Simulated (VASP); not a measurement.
# WC (Fm-3m) in VASP: a series of runs, part 2 of 2

VASP 6.6.1.

### Step 3. Single point, BLYP+D3(BJ)

This run uses another cell than the first one, of 10.39 Å³/atom.

The input, INCAR:

```
SYSTEM = WC
PREC     = Accurate       ! precision mode
ENCUT    = 520            ! plane-wave cutoff, eV
EDIFF    = 1E-6           ! SCF threshold, eV
ISMEAR   = 1              ! smearing method
SIGMA    = 0.2            ! smearing width, eV
LREAL    = .False.        ! projectors in reciprocal space
LASPH    = .True.         ! aspherical terms in the spheres
NELM     = 60             ! most SCF steps
ALGO     = Normal         ! electronic algorithm
ISIF     = 2              ! what is computed and relaxed
LWAVE    = .False.        ! write WAVECAR
LCHARG   = .True.         ! write CHGCAR
GGA      = B5             ! functional
ALDAX    = 1.0          
AGGAX    = 1.0          
AGGAC    = 1.0          
ALDAC    = 0.0          
IVDW     = 12             ! dispersion correction
VDW_S6   = 1.0          
VDW_S8   = 2.6996       
VDW_A1   = 0.4298       
VDW_A2   = 4.2359       
LELF     = .True.         ! ELF
LVHAR    = .True.       
NBANDS   = 16             ! bands
```

The input, KPOINTS:

```
regular mesh
0
Gamma
  11 11 11
  0 0 0
```

The input, POSCAR:

```
WC
1.0
    0.0000000000      2.1822973966      2.1822973966
    2.1822973966      0.0000000000      2.1822973966
    2.1822973966      2.1822973966      0.0000000000
W C
1 1
Direct
    0.0000000000      0.0000000000      0.0000000000
    0.5000000000      0.5000000000      0.5000000000
```

Potentials or basis: VASP PAW PBE potentials, release 64 (W_sv, C).

On the command line:

```bash
$ cat potpaw_PBE.64/W_sv/POTCAR potpaw_PBE.64/C/POTCAR > POTCAR
$ mpirun -np 1 vasp_std > vasp.out
```

OUTCAR:

```text
SYSTEM = WC
   PREC = Accurate
   ENCUT = 520
   EDIFF = 1E-6
   ISMEAR = 1
   LREAL = .False.
   LASPH = .True.
   NELM = 60
   ISIF = 2
   GGA = B5
   IVDW = 12
 IVDW          = 12

 ion  position               nearest neighbor table
   1  0.000  0.000  0.000-   2 2.18   2 2.18   2 2.18   2 2.18   2 2.18   2 2.18
   2  0.500  0.500  0.500-   1 2.18   1 2.18   1 2.18   1 2.18   1 2.18   1 2.18

  LATTYP: Found a face centered cubic cell.
 ALAT       =     4.3645947932

  Lattice vectors:

 A1 = (   0.0000000000,   2.1822973966,   2.1822973966)
 A2 = (   2.1822973966,   0.0000000000,   2.1822973966)
 A3 = (   2.1822973966,   2.1822973966,   0.0000000000)

Analysis of symmetry for initial positions (statically):
=====================================================================
 Subroutine PRICEL returns:
 Original cell was already a primitive cell.

 Routine SETGRP: Setting up the symmetry group for a
 face centered cubic supercell.

 Subroutine GETGRP returns: Found 48 space group operations
 (whereof 48 operations were pure point group operations)
 out of a pool of 48 trial point group operations.

The static configuration has the point symmetry O_h .

Analysis of symmetry for dynamics (positions and initial velocities):
[... 164 lines left out ...]
 Fermi energy:        13.1144635999

 k-point     1 :       0.0000    0.0000    0.0000
  band No.  band energies     occupation
      1     -61.9197      2.00000
      2     -26.1733      2.00000
      3     -26.1733      2.00000
      4     -26.1733      2.00000
      5      -2.6190      2.00000
      6      10.3580      2.00000
[... 433 lines left out ...]
      3     -26.3138      2.00000
      4     -26.2036      2.00000
      5      -0.4832      2.00000
      6       6.2324      2.00000
[... 8 lines left out ...]
     15      26.3428      0.00000
     16      27.0998      0.00000

 [... further k-points ...]

------------------------ aborting loop because EDIFF is reached ----------------------------------------

 Edisp (eV)   -2.14604

 E8    (eV) :    -1.6123

  FORCE on cell =-STRESS in cart. coord.  units (eV):
  Direction    XX          YY          ZZ          XY          YZ          ZX
  --------------------------------------------------------------------------------------
  -------------------------------------------------------------------------------------
  Total       0.30011     0.30011     0.30011     0.00000    -0.00000    -0.00000
  in kB      23.13244    23.13244    23.13244     0.00000    -0.00000    -0.00000
  external pressure =       23.13 kB  Pullay stress =        0.00 kB

 VOLUME and BASIS-vectors are now :
 -----------------------------------------------------------------------------
  energy-cutoff  :      520.00
  volume of cell :       20.79
      direct lattice vectors                 reciprocal lattice vectors
     0.000000000  2.182297397  2.182297397    -0.229116344  0.229116344  0.229116344
     2.182297397  0.000000000  2.182297397     0.229116344 -0.229116344  0.229116344
     2.182297397  2.182297397  0.000000000     0.229116344  0.229116344 -0.229116344

 POSITION                                       TOTAL-FORCE (eV/Angst)
 -----------------------------------------------------------------------------------
      0.00000      0.00000      0.00000         0.000000     -0.000000      0.000000
      2.18230      2.18230      2.18230        -0.000000      0.000000     -0.000000
 -----------------------------------------------------------------------------------
    total drift:                                0.000000     -0.000000     -0.000000

  FREE ENERGIE OF THE ION-ELECTRON SYSTEM (eV)
  ---------------------------------------------------
  free  energy   TOTEN  =       -21.2210217563 eV

  energy  without entropy=      -21.2158405810  energy(sigma->0) =      -21.21929470
```

OSZICAR:

```text
N       E                     dE             d eps       ncg     rms          rms(c)
DAV:   1     0.116723617273E+03    0.11672E+03   -0.93648E+03  1792   0.125E+03
DAV:   2    -0.196830609794E+02   -0.13641E+03   -0.13107E+03  2248   0.339E+02
DAV:   3    -0.231200714372E+02   -0.34370E+01   -0.34265E+01  1872   0.513E+01
DAV:   4    -0.231379227845E+02   -0.17851E-01   -0.17851E-01  2384   0.419E+00
DAV:   5    -0.231380559892E+02   -0.13320E-03   -0.13320E-03  1936   0.342E-01    0.311E+01
DAV:   6    -0.191874265605E+02    0.39506E+01   -0.10090E+01  2168   0.302E+01    0.711E+00
DAV:   7    -0.190973616794E+02    0.90065E-01   -0.68023E-01  1808   0.672E+00    0.656E+00
DAV:   8    -0.190775635378E+02    0.19798E-01   -0.79020E-02  1944   0.258E+00    0.184E+00
DAV:   9    -0.190749640718E+02    0.25995E-02   -0.42850E-03  1976   0.669E-01    0.156E-01
DAV:  10    -0.190749864216E+02   -0.22350E-04   -0.52510E-04  2128   0.223E-01    0.280E-02
DAV:  11    -0.190749883314E+02   -0.19098E-05   -0.28830E-05  2080   0.454E-02    0.176E-02
DAV:  12    -0.190749865799E+02    0.17515E-05   -0.47709E-06  2120   0.199E-02    0.858E-03
DAV:  13    -0.190749867192E+02   -0.13922E-06   -0.26791E-07  1080   0.463E-03
   1 F= -.21221022E+02 E0= -.21219295E+02  d E =-.518118E-02
```

Wall time 21 s (1 thread of Intel Xeon 8259CL, shared host); peak memory 0.16 GiB.

Results:

```yaml
Free_energy: -21.2210 eV
Pressure: 2.3 GPa
Band_gap_on_the_k_mesh: zero (bands 9 and 10 overlap by 3.07 eV)
Dispersion_energy_per_atom: -1.073 eV
```

Caveat: the PAW data sets were made with another functional, which shifts forces and pressure a little; spin-orbit coupling is left out, which moves the levels of the heavy elements.

### Step 4. Single point, PBEsol

This run uses another cell than the first one, of 10.26 Å³/atom.

The input, INCAR:

```
SYSTEM = WC
  ALGO = Normal
  EDIFF = 1E-7
  ENCUT = 520
  GGA = PS
  ISIF = 2
  ISMEAR = 1
  LASPH = .TRUE.
  LCHARG = .FALSE.
  LREAL = .FALSE.
  LWAVE = .FALSE.
  NBANDS = 16
  NELM = 100
  PREC = Accurate
  SIGMA = 0.2
```

The input, KPOINTS:

```
k-points
0
G
  11 11 11
  0 0 0
```

The input, POSCAR:

```
WC
1.0
    0.0000000000      2.1729283812      2.1729283812
    2.1729283812      0.0000000000      2.1729283812
    2.1729283812      2.1729283812      0.0000000000
W C
1 1
Direct
    0.0000000000      0.0000000000      0.0000000000
    0.5000000000      0.5000000000      0.5000000000
```

On the command line:

```bash
$ cat potpaw_PBE.64/W_sv/POTCAR potpaw_PBE.64/C/POTCAR > POTCAR
$ mpirun -np 1 vasp_std > vasp.out
```

It took 14 s on 1 thread of Intel Xeon 8259CL, shared host; peak memory 0.15 GiB.

Results (log left out):

```
Free energy            : -22.9835 eV
Pressure               : 1.1 GPa
Band gap on the k mesh : zero (bands 9 and 10 overlap by 3.20 eV)
```

Levels at points of the mesh, in eV from the Fermi level:
| k point | band 6 | band 7 | band 8 | band 9 | band 10 | band 11 | band 12 | band 13 |
| --- | --- | --- | --- | --- | --- | --- | --- | --- |
| (0.00, 0.00, 0.00) | -2.86 | -2.86 | -2.86 | -1.07 | -1.07 | -1.07 | -1.00 | -1.00 |

Caveat: the PAW data sets were made with another functional, which shifts forces and pressure a little; spin-orbit coupling is left out, which moves the levels of the heavy elements.

### Step 5. Summary

```csv
level,cell,gap on the mesh (eV),pressure (GPa)
PBEsol+D3(BJ),"a = 3.054 Å, angles 60.0°, 2 atoms",none,1.2
BLYP+D3(BJ),"a = 3.086 Å, angles 60.0°, 2 atoms",none,2.3
PBEsol,"a = 3.073 Å, angles 60.0°, 2 atoms",none,1.1
```

Alike in all rows: task single point; potentials or basis VASP PAW PBE potentials, release 64 (W_sv, C); no spin polarisation; k mesh 11 × 11 × 11; cutoff (eV) 520; smearing methfessel-paxton 0.2 eV.

Caveats: the PAW data sets were made with another functional, which shifts forces and pressure a little; spin-orbit coupling is left out, which moves the levels of the heavy elements.

Total energies depend on the potentials used, so only differences within one code and one set of settings carry meaning.
